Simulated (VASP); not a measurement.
# Se in VASP: single point with PBEsol

Aim: the single point of Se with PBEsol.

Program: VASP 6.6.1. These are calculated values, not measurements. Logs are shortened: lines on timing, memory, paths and dates and some standing lists are left out, and cuts for length are marked.

**1. The cell of the first run**

The typed cell holds 4 atoms: a = 4.207 Å, b = 7.908 Å, c = 2.819 Å, α = 90.00°, β = 90.00°, γ = 90.00°.

**2. Single point, PBEsol**

File INCAR:

```
PREC = Accurate
ENCUT = 520
EDIFF = 1E-6
ISMEAR = 0
SIGMA = 0.1
LREAL = False
LASPH = True
NELM = 60
ALGO = Normal
ISIF = 2
LWAVE = False
LCHARG = False
GGA = PS
NBANDS = 20
```

File KPOINTS:

```
Automatic mesh
0
Gamma
  4 2 6
```

File POSCAR:

```
Se
1.0
    4.2069834423      0.0000000000      0.0000000000
    0.0000000000      7.9081439058      0.0000000000
    0.0000000000      0.0000000000      2.8187981127
Se
4
Direct
    0.6836525583      0.3890885551      0.4999572495
    0.8163474417      0.8890885551      0.5000427505
    0.3163474417      0.6109114449      0.4999572495
    0.1836525583      0.1109114449      0.5000427505
```

Potentials or basis: VASP PAW PBE potentials, release 64 (Se).

Command:

```console
$ cat potpaw_PBE.64/Se/POTCAR > POTCAR
$ mpirun -np 1 vasp_std > vasp.out
```

OUTCAR:

```text
PREC = Accurate
   ENCUT = 520
   EDIFF = 1E-6
   ISMEAR = 0
   LREAL = False
   LASPH = True
   NELM = 60
   ISIF = 2
   GGA = PS

 ion  position               nearest neighbor table
   1  0.684  0.389  0.500-   3 2.34
   2  0.816  0.889  0.500-   4 2.34
   3  0.316  0.611  0.500-   1 2.34
   4  0.184  0.111  0.500-   2 2.34

  LATTYP: Found a simple orthorhombic cell.
 ALAT       =     2.8187981127
 B/A-ratio  =     1.4924741944
 C/A-ratio  =     2.8055020578

  Lattice vectors:

 A1 = (   0.0000000000,   0.0000000000,   2.8187981127)
 A2 = (   4.2069834423,   0.0000000000,   0.0000000000)
 A3 = (   0.0000000000,   7.9081439058,   0.0000000000)

Analysis of symmetry for initial positions (statically):
=====================================================================
 Subroutine PRICEL returns:
 Original cell was already a primitive cell.

 Routine SETGRP: Setting up the symmetry group for a
 simple orthorhombic supercell.

 Subroutine GETGRP returns: Found  4 space group operations
 (whereof  2 operations were pure point group operations)
 out of a pool of  8 trial point group operations.

The static configuration has the point symmetry C_2 .
 The point group associated with its full space group is D_2 .

Analysis of symmetry for dynamics (positions and initial velocities):
=====================================================================
 Subroutine PRICEL returns:
 Original cell was already a primitive cell.

 Routine SETGRP: Setting up the symmetry group for a
 simple orthorhombic supercell.

 Subroutine GETGRP returns: Found  4 space group operations
 (whereof  2 operations were pure point group operations)
 out of a pool of  8 trial point group operations.

The dynamic configuration has the point symmetry C_2 .
 The point group associated with its full space group is D_2 .

 Subroutine INISYM returns: Found  4 space group operations
 (whereof  2 operations are pure point group operations),
 and found     1 'primitive' translations

----------------------------------------------------------------------------------------

                                     Primitive cell

  volume of cell :      93.7798

  direct lattice vectors                    reciprocal lattice vectors
     4.206983442  0.000000000  0.000000000     0.237700009  0.000000000  0.000000000
[... 88 lines left out ...]
   NELM   =     60;   NELMIN=  2; NELMDL= -5     # of ELM steps
   EDIFF  = 0.1E-05   stopping-criterion for ELM
   LREAL  =      F    real-space projection
   EDIFFG = 0.1E-04   stopping-criterion for IOM
   NSW    =      0    number of steps for IOM
   IBRION =     -1    ionic relax: 0-MD 1-quasi-New 2-CG
   NFREE  =      0    steps in history (QN), initial steepest desc. (CG)
   ISIF   =      2    stress and relaxation
   ISYM   =      2    0-nonsym 1-usesym 2-fastsym
   POTIM  = 0.5000    time-step for ionic-motion
   TEBEG  =    0.0;   TEEND  =   0.0 temperature during run
   PSTRESS=    0.0 pullay stress
   NELECT =      24.0000    total number of electrons
   NUPDOWN=      -1.0000    fix difference up-down
   EMIN   =  10.00;   EMAX   =-10.00  energy-range for DOS
   EFERMI =   0.00;   METHOD = LEGACY
   ISMEAR =     0;   SIGMA  =   0.10  broadening in eV -4-tet -1-fermi 0-gaus
   EFERMI_NEDOS =   21; number of points for ismear=-14 and -15
   IALGO  =     38    algorithm
   IMIX   =      4    mixing-type and parameters
     AMIX     =   0.40;   BMIX     =  1.00
     AMIX_MAG =   1.60;   BMIX_MAG =  1.00
  volume/ion in A,a.u.               =      23.44       158.21
  Fermi-wavevector in a.u.,A,eV,Ry     =   1.039383  1.964148 14.698596  1.080316
  Thomas-Fermi vector in A             =   2.173910
   LORBIT       =      0    0 simple, 1 ext, 2 COOP (PROOUT), +10 PAW based schemes
   GGA     = PS    functional components
   LHFCALC =     F    Hartree Fock is set to
   AEXX    =    0.0000 exact exchange contribution
   IVDW    =     0    specifies the selected vdW correction
   LEPSILON=     F    determine dielectric tensor
   LRPA    =     F    only Hartree local field effects (RPA)
 non-spin polarized calculation
 Gauss-broadening in eV      SIGMA  =   0.10
  energy-cutoff  :      520.00
  volume of cell :       93.78
 maximum number of plane-waves:      2544
 NGX is ok and might be reduce to    32
   NGX = 15   NGY = 29   NGZ = 11

 number of electron      23.9999999 magnetization

 Free energy of the ion-electron system (eV)
  ---------------------------------------------------
  ext. energy  EPLUGINS =         0.00000000
  ---------------------------------------------------
  free energy    TOTEN  =       -15.09130754 eV

  energy without entropy =      -15.08379775  energy(sigma->0) =      -15.08755264

 E-fermi :   3.9357     XC(G=0):  -9.8321

 val. band max:        3.8879717313   @ k =   0.2500   0.5000   0.3333
 cond. band min:       4.2865387598   @ k =   0.2500   0.0000   0.3333
 fundamental gap:      0.3985670285
 Fermi energy:         3.9357267127

 k-point     1 :       0.0000    0.0000    0.0000
  band No.  band energies     occupation
      1     -12.1713      2.00000
      2     -11.2650      2.00000
      3      -9.3088      2.00000
      4      -7.6162      2.00000
      5      -1.5273      2.00000
      6      -0.9491      2.00000
[... 541 lines left out ...]
     19       8.6253      0.00000
     20       8.6253      0.00000

------------------------ aborting loop because EDIFF is reached ----------------------------------------

  FORCE on cell =-STRESS in cart. coord.  units (eV):
  Direction    XX          YY          ZZ          XY          YZ          ZX
  --------------------------------------------------------------------------------------
  -------------------------------------------------------------------------------------
  Total        0.0721774      0.1139890      0.0944663      0.0000000      0.0000000      0.0000000
  in kB        1.2331112      1.9474402      1.6139052      0.0000000      0.0000000      0.0000000
  external PRESSURE =       1.5981522 kB  Pullay stress =       0.0000000 kB

 VOLUME and BASIS-vectors are now :
 -----------------------------------------------------------------------------
  energy-cutoff  :      520.00
  volume of cell :       93.78
      direct lattice vectors                 reciprocal lattice vectors
     4.206983442  0.000000000  0.000000000     0.237700009  0.000000000  0.000000000
     0.000000000  7.908143906  0.000000000     0.000000000  0.126451922  0.000000000
     0.000000000  0.000000000  2.818798113     0.000000000  0.000000000  0.354761129

 POSITION                                       TOTAL-FORCE (eV/Angst)
 -----------------------------------------------------------------------------------
      2.87611      3.07697      1.40928         0.022330     -0.024698      0.000050
      3.43436      7.03104      1.40952        -0.022330     -0.024698     -0.000050
      1.33087      4.83118      1.40928        -0.022330      0.024698      0.000050
      0.77262      0.87710      1.40952         0.022330      0.024698     -0.000050
 -----------------------------------------------------------------------------------
    total drift:                                0.000000      0.000000     -0.000000

  FREE ENERGIE OF THE ION-ELECTRON SYSTEM (eV)
  ---------------------------------------------------
  free  energy   TOTEN  =       -15.0913075385 eV

  energy  without entropy=      -15.0837977470  energy(sigma->0) =      -15.08755264
```

stdout:

```text
POSCAR found type information on POSCAR Se
 POSCAR found :  1 types and       4 ions
 scaLAPACK will be used
 -----------------------------------------------------------------------------
|                                                                             |
|                                                                             |
|     You enforced a specific xc type in the INCAR file but a different       |
|     I HOPE YOU KNOW WHAT YOU ARE DOING!                                     |
|                                                                             |
 -----------------------------------------------------------------------------

 LDA part: xc-table for (Slater+PW92), standard interpolation
 POSCAR, INCAR and KPOINTS ok, starting setup
 FFT: planning ... GRIDC
 FFT: planning ... GRID_SOFT
 FFT: planning ... GRID
 WAVECAR not read
 entering main loop
```

Wall time 21 s (1 thread of AMD EPYC 9R45 (Zen 5), shared host); peak memory 0.18 GiB.

What came out:

```yaml
Free_energy: -15.0913 eV
Pressure: 0.2 GPa
Largest_force: 0.033 eV/Å
Band_gap_on_the_k_mesh: zero (bands 12 and 13 overlap by 3.28 eV)
```

Forces in eV/Å, atoms in the order of the input:
```
Se   0.022 -0.025  0.000
Se  -0.022 -0.025  0.000
Se  -0.022  0.025  0.000
Se   0.022  0.025  0.000
```

Caveat: the k points lie up to 0.40 Å⁻¹ apart, too coarse for converged energies and pressures of a metal; the PAW data sets were made with another functional, which shifts forces and pressure a little.
